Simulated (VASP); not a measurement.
Al3Cl:

```xyz
4
Lattice="5.7226 0.0000 0.0000 -2.8613 4.9559 0.0000 0.0000 0.0000 2.9259" Properties=species:S:1:pos:R:3 pbc="T T T"
Al    2.8613    0.0000    0.0000
Al   -1.4306    2.4780    0.0000
Al    1.4306    2.4780    0.0000
Cl    0.0000    0.0000    1.4629
```

* Program: VASP 6.6.1
* Task: relaxation of cell and atoms
* Functional: PBE
* Potentials or basis: VASP PAW PBE potentials, release 64 (Al, Cl)
* Cutoff: 600 eV
* k mesh: 6 × 6 × 6
* Occupations: gaussian, width 0.1 eV
* Spin: no spin polarisation

At the start: pressure 0.5 GPa; volume 20.74 Å³/atom.

Where does the relaxation end?

Over 3 steps the energy falls by 2.2 meV/atom and the volume is 21.02 Å³/atom (+1.3 %); space group P6/mmm (No. 191, to 0.05 Å).

Step by step:
```
step  energy change (eV)  largest force (eV/Å)  pressure (GPa)  volume (Å³)
   1              0.0000                0.0000            0.46        82.98
   2             -0.0079                0.0000            0.08        83.69
   3             -0.0088                0.0000           -0.10        84.07
```

Final structure:
```
Al Cl
1.0
     5.70789    0.00000    0.00000
    -2.85395    4.94318    0.00000
     0.00000    0.00000    2.97953
Al Cl
3 1
Direct
  0.50000 0.00000 0.00000
  0.00000 0.50000 0.00000
  0.50000 0.50000 0.00000
  0.00000 0.00000 0.50000
```
